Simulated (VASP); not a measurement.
Runs of VASP 6.6.1 on Cd. The structure is that of space group P6_3/mmc (No. 194), or close to it. The cells are those of the table. 

```csv
task,level,cell,gap on the mesh (eV),pressure (GPa),relaxed volume (Å³/atom)
relaxation of cell and atoms,PBE+D3(BJ),"relaxed from a = 2.979, b = 2.979, c = 5.618 Å, angles 90.0, 90.0, 120.0°, 2 atoms",none,0.0,(a)
single point,PBEsol,"a = 2.970, b = 2.970, c = 5.509 Å, angles 90.0, 90.0, 120.0°, 2 atoms",none,0.4,-
relaxation of cell and atoms,PBEsol,"relaxed from a = 2.979, b = 2.979, c = 5.618 Å, angles 90.0, 90.0, 120.0°, 2 atoms",none,0.1,21.15
single point,PBE+D3(BJ),"a = 2.998, b = 2.998, c = 5.501 Å, angles 90.0, 90.0, 120.0°, 2 atoms",none,0.3,-
```

Alike in all rows: potentials or basis VASP PAW PBE potentials, release 64 (Cd); no spin polarisation; k mesh 7 × 7 × 3; cutoff (eV) 500; smearing fermi-dirac 0.3 eV.

Problem. Estimate the missing entries.

Solution. (a) 21.54.

Caveats: all runs use coarse meshes; pairwise dispersion overbinds metals, which lowers pressure and volume (some runs); the PAW data sets were made with another functional, which shifts forces and pressure a little (some runs).

A k mesh can miss the band edges, and the runs leave out spin-orbit coupling on Cd.

A gap of «none» marks levels without a gap at the run's occupations.
